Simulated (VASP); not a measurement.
**O: single point with PBEsol+D4**

The system is O.

```
O
1.0
     0.00000    2.17086    2.17086
     2.17086    0.00000    2.17086
     2.17086    2.17086    0.00000
O
2
Direct
  0.19364 0.20729 0.39549
  0.03285 0.04649 0.87790
```

| Quantity | Value |
| --- | --- |
| Program | VASP 6.6.1 |
| Task | single point |
| Functional | PBEsol |
| Dispersion | D4 |
| Potentials or basis | VASP PAW PBE potentials, release 64 (O_h) |
| Cutoff | 1340 eV |
| k mesh | 7 × 7 × 7 |
| Occupations | fermi-dirac, width 0.1 eV |
| Spin | no spin polarisation |
| Dipole correction | no |
| Further INCAR settings | ALGO = Normal; EDIFF = 1e-06; NBANDS = 13 |

```yaml
Pressure: 10.9 GPa
Largest_force: 0.188 eV/Å
Band_gap_on_the_k_mesh: zero (bands 6 and 7 overlap by 1.81 eV)
Dispersion_energy_per_atom: -0.048 eV
```

Forces on the atoms (eV/Å):
```
O   -0.108 -0.108  0.108
O    0.108  0.108 -0.108
```

Stress tensor (GPa, compression positive):
```
10.88  0.28 -0.27
 0.28 10.88 -0.27
-0.27 -0.27 10.88
```

Levels at points of the mesh, in eV from the Fermi level:
```
           k point  band 3  band 4  band 5  band 6  band 7  band 8  band 9  band 10
(0.00, 0.00, 0.00)   -9.93   -6.14   -6.14   -0.82   -0.82    8.33    9.44    20.53
```

It took 39 s on 1 thread of Intel(R) Xeon(R) 6975P-C (Granite Rapids), on a shared host, peak memory 0.26 GiB.

Caveat: spin is off for a triplet molecule; the cell stands under pressure; the PAW data sets were made with another functional, which shifts forces and pressure a little.
